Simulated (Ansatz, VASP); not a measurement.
This is a calculation of Ag for Ansatz 0.2.0.

The input input.yaml:

```yaml
crystal:
  lattice:
    - [-1.655654, 1.655654, 1.655654]
    - [1.655654, -1.655654, 1.655654]
    - [1.655654, 1.655654, -1.655654]
  atoms:
    - { symbol: Ag, position: [0.0, 0.0, 0.0] }
hamiltonian:
  xc: pbe
  pseudopotentials: { kind: paw }
kpoints:
  mp_grid: { grid: [11, 11, 11] }
scf:
  occupations: { method: gaussian, width: 0.024 }
output:
  forces: true
  stress: true
  eigenvalues: true
```

Potentials or basis: Ansatz PAW.

Launch:

```console
$ ansatz run input.yaml --threads 2 --pin off --max-ram 5632MiB --backend cpu --events-out ev --progress --plain --runs-dir out
```

**Question.** Translate it to VASP 6.6.1. Potentials there: VASP PAW PBE potentials, release 64 (Ag).

**Answer.** As run (the cutoff follows the program's own potentials):

The input INCAR:

```
SYSTEM = Ag
PREC = Accurate ; ENCUT = 520
EDIFF = 1E-6 ; ISMEAR = 0
SIGMA = 0.024 ; LREAL = .False.
LASPH = .True. ; NELM = 100
ALGO = Normal ; ISIF = 2
LWAVE = .False. ; LCHARG = .False.
GGA = PE ; NBANDS = 12
```

File KPOINTS:

```
Automatic mesh
0
Gamma
  11 11 11
  0 0 0
```

The input POSCAR:

```
Ag
1.0
   -1.6556540000      1.6556540000      1.6556540000
    1.6556540000     -1.6556540000      1.6556540000
    1.6556540000      1.6556540000     -1.6556540000
Ag
1
Direct
    0.0000000000      0.0000000000      0.0000000000
```

Potentials or basis: VASP PAW PBE potentials, release 64 (Ag).

The run is started by

```console
$ cat potpaw_PBE.64/Ag/POTCAR > POTCAR
$ mpirun -np 1 vasp_std > vasp.out
```

Both were run:

|  | VASP | Ansatz | Ansatz less VASP |
| --- | --- | --- | --- |
| gap on the k mesh at the Fermi level (eV) | none | none | - |
| pressure (GPa) | -0.9 | -0.8 | +0.12 |

A gap of «none» marks a metal or a gap that the smearing closes. VASP's potentials hold 11 valence electrons a cell and Ansatz's 19, so a difference there can come from the potentials and not from the codes.
